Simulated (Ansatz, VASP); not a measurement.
**One calculation of Cd2Ge, two programs**

```xyz
6
Lattice="4.9193 0.0000 0.0000 0.0000 4.9193 0.0000 0.0000 0.0000 6.0532" Properties=species:S:1:pos:R:3 pbc="T T T"
Cd    0.0000    0.0000    0.0000
Cd    2.4596    2.4596    0.0000
Cd    2.4596    0.0000   -1.9345
Cd    0.0000    2.4596    7.9876
Ge    2.4596    0.0000    1.4587
Ge    0.0000    2.4596    4.5945
```

Alike in both runs: functional PBE; k mesh 4 × 4 × 4; occupations gaussian, width 0.1 eV; no spin polarisation.

Ansatz relaxed the structure, and its values are those at the end. VASP's run is a single point on that final structure, the one shown.

|  | VASP | Ansatz |
| --- | --- | --- |
| version | VASP 6.6.1 | Ansatz 0.2.0 |
| potentials or method | VASP PAW PBE potentials, release 64 (Cd, Ge_d), cutoff 520 eV | scalar-relativistic, plane waves, PAW |
| valence electrons in the cell | 76 | 108 |

|  | VASP | Ansatz | Ansatz less VASP |
| --- | --- | --- | --- |
| gap on the k mesh at the Fermi level (eV) | none | none | - |
| pressure (GPa) | 0.3 | 0.0 | -0.21 |
| rms of the force components (eV/Å) | 0.007 | 0.005 | -0.0019 |

A gap of «none» marks a metal or a gap that the smearing closes. With one functional, cell and mesh, what is left measures potentials, basis and numerics. VASP's potentials hold 76 valence electrons a cell and Ansatz's 108, so a difference there can come from the potentials and not from the codes.
